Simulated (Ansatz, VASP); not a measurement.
**One calculation of SiO2, two programs**

```
Si O
1.0
     4.03770    0.00000    0.00000
     0.00000    4.03770    0.00000
     0.00000    0.00000    2.72343
Si O
2 4
Direct
  0.50000 0.50000 0.50000
  0.00000 0.00000 0.00000
  0.69301 0.69301 0.00000
  0.19301 0.80699 0.50000
  0.30699 0.30699 0.00000
  0.80699 0.19301 0.50000
```

Alike in both runs: task single point; functional PBE; k mesh 6 × 6 × 10; occupations gaussian, width 0.05 eV; no spin polarisation.

|  | VASP | Ansatz |
| --- | --- | --- |
| version | VASP 6.6.1 | Ansatz 0.2.0 |
| potentials or method | VASP PAW PBE potentials, release 64 (Si, O), cutoff 520 eV | scalar-relativistic, plane waves, PAW |
| valence electrons in the cell | 32 | 32 |

|  | VASP | Ansatz | Ansatz less VASP |
| --- | --- | --- | --- |
| gap on the k mesh at the Fermi level (eV) | 6.06 | 6.10 | +0.040 |
| least direct gap on the mesh (eV) | 6.06 | 6.10 | +0.040 |
| pressure (GPa) | 27.3 | 27.0 | -0.29 |
| traceless stress, the component that is largest in VASP (GPa) | -15.05 | -15.41 | -0.363 |
| rms of the force components (eV/Å) | 0.404 | 0.401 | -0.0026 |

Atom by atom the forces differ by 0.003 eV/Å (rms over components). With one functional, cell and mesh, what is left measures potentials, basis and numerics.
